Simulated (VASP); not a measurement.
**Mg: single point with PBEsol**

Mg:

```
Mg
1.0
     3.21863    0.00000    0.00000
    -1.60932    2.78742    0.00000
     0.00000    0.00000   10.45465
Mg
4
Direct
  0.66667 0.33333 0.75000
  0.00000 0.00000 0.50000
  0.33333 0.66667 0.25000
  0.00000 0.00000 0.00000
```

* Program: VASP 6.6.1
* Task: single point
* Functional: PBEsol
* Potentials or basis: VASP PAW PBE potentials, release 64 (Mg)
* Cutoff: 520 eV
* k mesh: 10 × 10 × 3
* Occupations: fermi-dirac, width 0.05 eV
* Spin: no spin polarisation

- Pressure: -1.2 GPa
- Band gap on the k mesh: zero (band 4 reaches 3.13 eV, above the bottom of band 5 at 1.24 eV)

Stress tensor (GPa, compression positive):
```
-1.56  0.00  0.00
 0.00 -1.56  0.00
 0.00  0.00 -0.60
```

Levels at points of the mesh, in eV from the Fermi level:
```csv
k point,band 1,band 2,band 3,band 4,band 5,band 6,band 7,band 8
"(0.00, 0.00, 0.00)",-6.94,-5.57,-5.57,-1.75,-1.34,4.85,4.86,10.72
"(0.50, 0.00, 0.00)",-2.21,-2.21,-1.15,-1.14,-0.61,-0.59,2.63,2.81
```

Wall time 39 s on 1 thread of Intel Xeon 6975P-C, with other jobs on the host, peak memory 0.2 GiB.

Caveat: the PAW data sets were made with another functional, which shifts forces and pressure a little.
